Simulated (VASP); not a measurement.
CdO2: single point with r2SCAN

The system is CdO2.

```
CELL_PARAMETERS angstrom
3.42925 0.00000 0.00000
-1.71462 2.96982 0.00000
0.00000 0.00000 4.09201
ATOMIC_POSITIONS crystal
Cd 0.00000 0.00000 0.00000
O 0.66667 0.33333 0.75578
O 0.33333 0.66667 0.24422
```

```
Program                : VASP 6.6.1
Task                   : single point
Functional             : r2SCAN
Potentials or basis    : VASP PAW PBE potentials, release 64 (Cd, O)
Cutoff                 : 520 eV
k mesh                 : 10 × 10 × 7
Occupations            : gaussian, width 0.02 eV
Spin                   : no spin polarisation
Dipole correction      : no
Further INCAR settings : ALGO = Normal; EDIFF = 1e-06; NBANDS = 19
```

```yaml
Pressure: -5.3 GPa
Largest_force: 0.109 eV/Å
Band_gap_on_the_k_mesh: zero (bands 12 and 13 overlap by 0.75 eV)
```

Forces in eV/Å, atoms in the order of the input:
```
Cd   0.000  0.000  0.000
O    0.000  0.000 -0.109
O    0.000  0.000  0.109
```

Stress tensor (GPa, compression positive):
```
-4.54  0.00  0.00
 0.00 -4.54  0.00
 0.00  0.00 -6.69
```

Levels at points of the mesh, in eV from the Fermi level:
| k point | band 10 | band 11 | band 12 | band 13 | band 14 | band 15 |
| --- | --- | --- | --- | --- | --- | --- |
| (0.00, 0.00, 0.00) | -1.02 | -0.06 | -0.06 | 0.02 | 4.02 | 9.27 |
| (0.50, 0.00, 0.00) | -2.41 | -1.67 | -0.19 | 0.41 | 8.22 | 9.99 |

It took 6.5 min on 1 thread of Intel Xeon 8259CL (shared host), peak memory 0.21 GiB.

Caveat: the cell stands under tension; semilocal functionals underestimate gaps, and a narrow one can read as zero; the PAW data sets were made with another functional, which shifts forces and pressure a little.
